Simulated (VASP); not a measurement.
A run of VASP 6.6.1 is set up as follows.

The input INCAR:

```
PREC = Accurate
ENCUT = 400
EDIFF = 1E-6
ISMEAR = 0
SIGMA = 0.05
LREAL = False
LASPH = True
NELM = 120
ALGO = Normal
ISIF = 2
LWAVE = False
LCHARG = True
LDIPOL = True
IDIPOL = 3
DIPOL = 0.5 0.5 0.370
GGA = PE
IVDW = 12
LELF = True
LVHAR = True
LVACPOTAV = True
NBANDS = 38
GGA_COMPAT = False
NELMDL = -8
```

Contents of KPOINTS:

```
Automatic mesh
0
Gamma
  9 9 1
```

Contents of POSCAR:

```
Sb
1.0
    4.0686848921      0.0000000000      0.0000000000
   -2.0343424461      3.5235844766      0.0000000000
    0.0000000000      0.0000000000     20.8000277116
Sb
4
Direct
    0.3333333333      0.6666666667      0.2956483879
    0.6666666667      0.3333333333      0.2163458656
    0.0000000000      1.4444444444      0.5237689668
    0.3333333333      1.1111111111      0.4444640659
```

Potentials or basis: VASP PAW PBE potentials, release 64 (Sb_d_GW).

Command:

```console
$ cat potpaw_PBE.64/Sb_d_GW/POTCAR > POTCAR
$ mpirun -np 1 vasp_std > vasp.out
```

(1) Estimate the largest force.

(2) Predict the dispersion energy per atom.

## Answers

(1) 0.056 eV/Å.

(2) -0.320 eV.

Caveat: the cell differs from its parent crystal (layers slid over each other, then relaxed in part).
